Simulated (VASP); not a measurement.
A run of VASP 6.6.1 is set up as follows.

INCAR

```
ALGO = Normal ; EDIFF = 1E-6
ENCUT = 500 ; GGA = PE
GGA_COMPAT = F ; ISIF = 2
ISMEAR = 0 ; LASPH = T
LCHARG = F ; LREAL = F
LWAVE = F ; NBANDS = 20
NELM = 120 ; PREC = Accurate
SIGMA = 0.1
```

File KPOINTS:

```
k-points
0
Gamma
  4 4 6
```

Contents of POSCAR:

```
Al3BSb2
1.0
    2.1386302615     -8.4019931325      0.0000000000
    2.1386302615      8.4019931325      0.0000000000
    0.0000000000      0.0000000000      3.4139328627
Al B Sb
3 1 2
Direct
    0.0802388068      0.9197611932      0.5000000000
    0.9197611932      0.0802388068      0.5000000000
    0.5000000000      0.5000000000      0.0000000000
    0.0000000000      0.0000000000      0.0000000000
    0.6758468454      0.3241531546      0.5000000000
    0.3241531546      0.6758468454      0.5000000000
```

Potentials or basis: VASP PAW PBE potentials, release 64 (Al, B, Sb).

Command:

```console
$ cat potpaw_PBE.64/Al/POTCAR potpaw_PBE.64/B/POTCAR potpaw_PBE.64/Sb/POTCAR > POTCAR
$ mpirun -np 1 vasp_std > vasp.out
```

**Question.** What does it give for the band gap on the k mesh?

**Answer.** Zero (bands 11 and 12 overlap by 4.28 eV).

**Question.** Estimate the pressure.

**Answer.** 1.8 GPa.

**Question.** Predict the largest force.

**Answer.** 0.252 eV/Å.

Stress tensor (GPa, compression positive):
```
 4.01  0.00  0.00
 0.00  5.20  0.00
 0.00  0.00 -3.67
```

Caveat: the k points lie up to 0.38 Å⁻¹ apart, too coarse for converged energies and pressures of a metal; spin-orbit coupling is left out, which moves the levels of the heavy elements.
